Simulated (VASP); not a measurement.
# LiBiCl2 (P4/mmm) in VASP: single point with PBE

Aim: the single point of LiBiCl2 with PBE.

Program: VASP 6.6.1. These are calculated values, not measurements. Logs are shortened: lines on timing, memory, paths and dates and some standing lists are left out, and cuts for length are marked.

## (1) The cell of the first run

It takes space group P4/mmm (No. 123, tetragonal). Conventional cell: a = 5.213 Å, b = 5.213 Å, c = 3.688 Å, α = 90.00°, β = 90.00°, γ = 90.00°. Li (site symmetry 4/mmm) has 4 Cl at 2.61 Å within 3.4 Å. Bi (site symmetry 4/mmm) has 8 Cl at 3.19 Å and 2 Bi at 3.69 Å and 8 Li at 4.12 Å within 4.2 Å. Cl (site symmetry mmm) has 2 Li at 2.61 Å and 4 Bi at 3.19 Å within 3.4 Å.

## (2) Single point, PBE

File INCAR:

```
PREC = Accurate
ENCUT = 520
EDIFF = 1E-7
ISMEAR = 0
SIGMA = 0.1
LREAL = F
LASPH = T
NELM = 60
ALGO = Normal
ISIF = 2
LWAVE = F
LCHARG = F
GGA = PE
NBANDS = 24
```

File KPOINTS:

```
regular mesh
0
Gamma
  10 10 14
```

File POSCAR:

```
LiBiCl2
1.0
    5.2133299190      0.0000000000      0.0000000000
    0.0000000000      5.2133299190      0.0000000000
    0.0000000000      0.0000000000      3.6883762730
Li Bi Cl
1 1 2
Direct
    0.0000000000      0.0000000000      0.0000000000
    0.5000000000      0.5000000000      0.5000000000
    0.5000000000      0.0000000000      0.0000000000
    0.0000000000      0.5000000000      0.0000000000
```

Potentials or basis: VASP PAW PBE potentials, release 64 (Li_sv, Bi_d, Cl).

Launch:

```sh
> cat potpaw_PBE.64/Li_sv/POTCAR potpaw_PBE.64/Bi_d/POTCAR potpaw_PBE.64/Cl/POTCAR > POTCAR
> mpirun -np 1 vasp_std > vasp.out
```

OUTCAR:

```text
PREC = Accurate
   ENCUT = 520
   EDIFF = 1E-7
   ISMEAR = 0
   LREAL = F
   LASPH = T
   NELM = 60
   ISIF = 2
   GGA = PE

 ion  position               nearest neighbor table
   1  0.000  0.000  0.000-   3 2.61   4 2.61   4 2.61   3 2.61
   2  0.500  0.500  0.500-   3 3.19   4 3.19   3 3.19   4 3.19   3 3.19   3 3.19   4 3.19   4 3.19

   3  0.500  0.000  0.000-   1 2.61   1 2.61   2 3.19   2 3.19   2 3.19   2 3.19
   4  0.000  0.500  0.000-   1 2.61   1 2.61   2 3.19   2 3.19   2 3.19   2 3.19

  LATTYP: Found a simple tetragonal cell.
 ALAT       =     5.2133299190
 C/A-ratio  =     0.7074895183

  Lattice vectors:

 A1 = (   5.2133299190,   0.0000000000,   0.0000000000)
 A2 = (   0.0000000000,   5.2133299190,   0.0000000000)
 A3 = (   0.0000000000,   0.0000000000,   3.6883762730)

Analysis of symmetry for initial positions (statically):
=====================================================================
 Subroutine PRICEL returns:
 Original cell was already a primitive cell.

 Routine SETGRP: Setting up the symmetry group for a
 simple tetragonal supercell.

 Subroutine GETGRP returns: Found 16 space group operations
 (whereof 16 operations were pure point group operations)
 out of a pool of 16 trial point group operations.

The static configuration has the point symmetry D_4h.

Analysis of symmetry for dynamics (positions and initial velocities):
=====================================================================
 Subroutine PRICEL returns:
 Original cell was already a primitive cell.

 Routine SETGRP: Setting up the symmetry group for a
 simple tetragonal supercell.

 Subroutine GETGRP returns: Found 16 space group operations
 (whereof 16 operations were pure point group operations)
 out of a pool of 16 trial point group operations.

The dynamic configuration has the point symmetry D_4h.

 Subroutine INISYM returns: Found 16 space group operations
 (whereof 16 operations are pure point group operations),
 and found     1 'primitive' translations

----------------------------------------------------------------------------------------

                                     Primitive cell

  volume of cell :     100.2457

  direct lattice vectors                    reciprocal lattice vectors
     5.213329919  0.000000000  0.000000000     0.191815982  0.000000000  0.000000000
     0.000000000  5.213329919  0.000000000     0.000000000  0.191815982  0.000000000
     0.000000000  0.000000000  3.688376273     0.000000000  0.000000000  0.271122013

  length of vectors
     5.213329919  5.213329919  3.688376273     0.191815982  0.191815982  0.271122013

  position of ions in fractional coordinates (direct lattice)
     0.000000000  0.000000000  0.000000000
     0.500000000  0.500000000  0.500000000
     0.500000000  0.000000000  0.000000000
     0.000000000  0.500000000  0.000000000

  ion indices of the primitive-cell ions
   primitive index   ion index
                 1           1
                 2           2
                 3           3
                 4           4

----------------------------------------------------------------------------------------

 KPOINTS: regular mesh

Automatic generation of k-mesh.
 Grid dimensions read from file:
 generate k-points for:   10   10   14

 Generating k-lattice:

  Cartesian coordinates                     Fractional coordinates (reciprocal lattice)
     0.019181598  0.000000000  0.000000000     0.100000000  0.000000000  0.000000000
     0.000000000  0.019181598  0.000000000     0.000000000  0.100000000  0.000000000
     0.000000000  0.000000000  0.019365858     0.000000000  0.000000000  0.071428571

  Length of vectors
     0.019181598  0.019181598  0.019365858

  Shift w.r.t. Gamma in fractional coordinates (k-lattice)
     0.000000000  0.000000000  0.000000000

 Subroutine IBZKPT returns following result:
 ===========================================

 Found    168 irreducible k-points:

 Following reciprocal coordinates:
            Coordinates               Weight
  0.000000  0.000000  0.000000      1.000000
  0.100000  0.000000  0.000000      4.000000
  0.200000  0.000000  0.000000      4.000000
  0.300000  0.000000  0.000000      4.000000
  0.400000  0.000000  0.000000      4.000000
  0.500000  0.000000  0.000000      2.000000
[... 16 lines left out ...]
  0.100000  0.000000  0.071429      8.000000
  0.200000  0.000000  0.071429      8.000000
 [... further k-points ...]
   k-points           NKPTS =    168   k-points in BZ     NKDIM =    168   number of bands    NBANDS=     24
   number of dos      NEDOS =    301   number of ions     NIONS =      4
   total plane-waves  NPLWV =  44800
   dimension x,y,z NGX =    40 NGY =   40 NGZ =   28
   dimension x,y,z NGXF=    80 NGYF=   80 NGZF=   56
   ions per type =               1   1   2
   NGX,Y,Z   is equivalent  to a cutoff of  12.76, 12.76, 12.62 a.u.
   NGXF,Y,Z  is equivalent  to a cutoff of  25.51, 25.51, 25.24 a.u.
 SYSTEM =  unknown system
   PREC   = accura    normal or accurate (medium, high low for compatibility)
   ISTART =      0    job   : 0-new  1-cont  2-samecut
   ICHARG =      2    charge: 1-file 2-atom 10-const
   ISPIN  =      1    spin polarized calculation?
   LNONCOLLINEAR =      F non collinear calculations
   LSORBIT =      F    spin-orbit coupling
   LASPH  =      T    aspherical Exc in radial PAW
   ENCUT  =  520.0 eV  38.22 Ry    6.18 a.u.   9.69  9.69  6.86*2*pi/ulx,y,z
   NELM   =     60;   NELMIN=  2; NELMDL= -5     # of ELM steps
   EDIFF  = 0.1E-06   stopping-criterion for ELM
   LREAL  =      F    real-space projection
   EDIFFG = 0.1E-05   stopping-criterion for IOM
   NSW    =      0    number of steps for IOM
   IBRION =     -1    ionic relax: 0-MD 1-quasi-New 2-CG
   NFREE  =      0    steps in history (QN), initial steepest desc. (CG)
   ISIF   =      2    stress and relaxation
   ISYM   =      2    0-nonsym 1-usesym 2-fastsym
   POTIM  = 0.5000    time-step for ionic-motion
   TEBEG  =    0.0;   TEEND  =   0.0 temperature during run
   PSTRESS=    0.0 pullay stress
   NELECT =      32.0000    total number of electrons
   NUPDOWN=      -1.0000    fix difference up-down
   EMIN   =  10.00;   EMAX   =-10.00  energy-range for DOS
   EFERMI =   0.00;   METHOD = LEGACY
   ISMEAR =     0;   SIGMA  =   0.10  broadening in eV -4-tet -1-fermi 0-gaus
   EFERMI_NEDOS =   21; number of points for ismear=-14 and -15
   IALGO  =     38    algorithm
   IMIX   =      4    mixing-type and parameters
     AMIX     =   0.40;   BMIX     =  1.00
     AMIX_MAG =   1.60;   BMIX_MAG =  1.00
  volume/ion in A,a.u.               =      25.06       169.12
  Fermi-wavevector in a.u.,A,eV,Ry     =   1.118844  2.114309 17.031941  1.251812
  Thomas-Fermi vector in A             =   2.255479
   LORBIT       =      0    0 simple, 1 ext, 2 COOP (PROOUT), +10 PAW based schemes
   GGA     = PE    functional components
   LHFCALC =     F    Hartree Fock is set to
   AEXX    =    0.0000 exact exchange contribution
   IVDW    =     0    specifies the selected vdW correction
   LEPSILON=     F    determine dielectric tensor
   LRPA    =     F    only Hartree local field effects (RPA)
 non-spin polarized calculation
 Gauss-broadening in eV      SIGMA  =   0.10
  energy-cutoff  :      520.00
  volume of cell :      100.25
 maximum number of plane-waves:      2724
 NGX is ok and might be reduce to    40
   NGX = 19   NGY = 19   NGZ = 13

 number of electron      31.9999978 magnetization

 Free energy of the ion-electron system (eV)
  ---------------------------------------------------
  ext. energy  EPLUGINS =         0.00000000
  ---------------------------------------------------
  free energy    TOTEN  =       -12.25041864 eV

  energy without entropy =      -12.23796216  energy(sigma->0) =      -12.24419040

 E-fermi :   4.7366     XC(G=0):  -8.6322

 val. band max:        4.7176349430   @ k =   0.4000   0.3000   0.0714
 cond. band min:       4.7422408873   @ k =   0.1000   0.1000   0.3571
 fundamental gap:      0.0246059443
 Fermi energy:         4.7365544642

 k-point     1 :       0.0000    0.0000    0.0000
  band No.  band energies     occupation
      1     -43.4554      2.00000
      2     -18.7212      2.00000
      3     -18.7175      2.00000
      4     -18.6783      2.00000
      5     -18.6413      2.00000
      6     -18.6413      2.00000
[... 16 lines left out ...]
     23      12.7483      0.00000
     24      12.7483      0.00000

 k-point     2 :       0.1000    0.0000    0.0000
  band No.  band energies     occupation
      1     -43.4553      2.00000
      2     -18.7212      2.00000
      3     -18.7172      2.00000
      4     -18.6783      2.00000
      5     -18.6414      2.00000
      6     -18.6413      2.00000
[... 16 lines left out ...]
     23      12.3700      0.00000
     24      12.8035      0.00000

 k-point     3 :       0.2000    0.0000    0.0000
  band No.  band energies     occupation
      1     -43.4553      2.00000
      2     -18.7213      2.00000
      3     -18.7163      2.00000
      4     -18.6782      2.00000
      5     -18.6415      2.00000
      6     -18.6413      2.00000
[... 16 lines left out ...]
     23      11.7476      0.00000
     24      12.4489      0.00000

 k-point     4 :       0.3000    0.0000    0.0000
  band No.  band energies     occupation
      1     -43.4553      2.00000
      2     -18.7214      2.00000
      3     -18.7153      2.00000
      4     -18.6780      2.00000
      5     -18.6417      2.00000
      6     -18.6413      2.00000
[... 16 lines left out ...]
     23      11.6815      0.00000
     24      12.1688      0.00000

 k-point     5 :       0.4000    0.0000    0.0000
  band No.  band energies     occupation
      1     -43.4553      2.00000
      2     -18.7215      2.00000
      3     -18.7144      2.00000
      4     -18.6779      2.00000
      5     -18.6419      2.00000
      6     -18.6413      2.00000
[... 16 lines left out ...]
     23      11.7722      0.00000
     24      11.9890      0.00000

 k-point     6 :       0.5000    0.0000    0.0000
  band No.  band energies     occupation
      1     -43.4553      2.00000
      2     -18.7216      2.00000
      3     -18.7141      2.00000
      4     -18.6779      2.00000
      5     -18.6420      2.00000
      6     -18.6413      2.00000
[... 16 lines left out ...]
     23      11.8258      0.00000
     24      11.9270      0.00000
[... 379 lines left out ...]
 k-point    21 :       0.5000    0.5000    0.0000
  band No.  band energies     occupation
      1     -43.4553      2.00000
      2     -18.7220      2.00000
      3     -18.7106      2.00000
      4     -18.6776      2.00000
      5     -18.6420      2.00000
      6     -18.6420      2.00000
[... 16 lines left out ...]
     23      11.2139      0.00000
     24      11.2139      0.00000

 k-point    22 :       0.0000    0.0000    0.0714
  band No.  band energies     occupation
      1     -43.4553      2.00000
      2     -18.7211      2.00000
      3     -18.7171      2.00000
      4     -18.6743      2.00000
      5     -18.6426      2.00000
      6     -18.6426      2.00000
[... 16 lines left out ...]
     23      12.6756      0.00000
     24      12.6801      0.00000

 k-point    23 :       0.1000    0.0000    0.0714
  band No.  band energies     occupation
      1     -43.4553      2.00000
      2     -18.7211      2.00000
      3     -18.7168      2.00000
      4     -18.6742      2.00000
      5     -18.6427      2.00000
      6     -18.6426      2.00000
[... 16 lines left out ...]
     23      12.1926      0.00000
     24      12.7403      0.00000

 k-point    24 :       0.2000    0.0000    0.0714
  band No.  band energies     occupation
      1     -43.4553      2.00000
      2     -18.7212      2.00000
      3     -18.7160      2.00000
      4     -18.6741      2.00000
      5     -18.6429      2.00000
      6     -18.6426      2.00000
[... 16 lines left out ...]
     23      11.6596      0.00000
     24      12.4831      0.00000

 [... further k-points ...]
[... 5 lines left out ...]
  --------------------------------------------------------------------------------------
  -------------------------------------------------------------------------------------
  Total       -0.0366362     -0.0366362     -0.0312111      0.0000000      0.0000000      0.0000000
  in kB       -0.5855377     -0.5855377     -0.4988313      0.0000000      0.0000000      0.0000000
  external PRESSURE =      -0.5566356 kB  Pullay stress =       0.0000000 kB

 VOLUME and BASIS-vectors are now :
 -----------------------------------------------------------------------------
  energy-cutoff  :      520.00
  volume of cell :      100.25
      direct lattice vectors                 reciprocal lattice vectors
     5.213329919  0.000000000  0.000000000     0.191815982  0.000000000  0.000000000
     0.000000000  5.213329919  0.000000000     0.000000000  0.191815982  0.000000000
     0.000000000  0.000000000  3.688376273     0.000000000  0.000000000  0.271122013

 POSITION                                       TOTAL-FORCE (eV/Angst)
 -----------------------------------------------------------------------------------
      0.00000      0.00000      0.00000         0.000000      0.000000      0.000000
      2.60666      2.60666      1.84419         0.000000      0.000000      0.000000
      2.60666      0.00000      0.00000         0.000000      0.000000      0.000000
      0.00000      2.60666      0.00000         0.000000      0.000000      0.000000
 -----------------------------------------------------------------------------------
    total drift:                                0.000000      0.000000     -0.000000

  FREE ENERGIE OF THE ION-ELECTRON SYSTEM (eV)
  ---------------------------------------------------
  free  energy   TOTEN  =       -12.2504186409 eV

  energy  without entropy=      -12.2379621649  energy(sigma->0) =      -12.24419040
```

It took 4.8 min on 1 thread of Oxide Virtual Turin-like, shared host; peak memory 0.43 GiB.

Results:

```yaml
Free_energy: -12.2504 eV
Band_gap_on_the_k_mesh: zero (band 16 reaches 6.07 eV, above the bottom of band 17 at 3.75 eV)
```

Levels at points of the mesh, in eV from the Fermi level:
| k point | band 13 | band 14 | band 15 | band 16 | band 17 | band 18 | band 19 | band 20 |
| --- | --- | --- | --- | --- | --- | --- | --- | --- |
| (0.00, 0.00, 0.00) | -4.42 | -4.21 | -3.60 | 1.26 | 1.69 | 1.69 | 3.06 | 4.77 |
| (0.50, 0.00, 0.00) | -3.91 | -3.90 | -3.78 | -0.61 | 1.56 | 2.37 | 3.20 | 4.12 |
| (0.50, 0.50, 0.00) | -3.84 | -3.76 | -3.76 | -0.98 | -0.98 | 1.71 | 3.85 | 4.60 |
| (0.00, 0.00, 0.50) | -4.52 | -4.01 | -4.01 | -2.35 | -0.78 | -0.78 | 3.24 | 4.22 |
| (0.50, 0.00, 0.50) | -4.79 | -4.67 | -4.61 | -0.59 | -0.40 | 1.03 | 3.23 | 4.88 |
| (0.50, 0.50, 0.50) | -5.56 | -3.85 | -3.75 | 0.79 | 1.05 | 1.63 | 1.63 | 4.69 |

Caveat: the cutoff is under 1.25 times the usual one of these potentials, so pressure, stress and relaxed cells hold a basis-set (Pulay) error; spin-orbit coupling is left out, which moves the levels of the heavy elements.
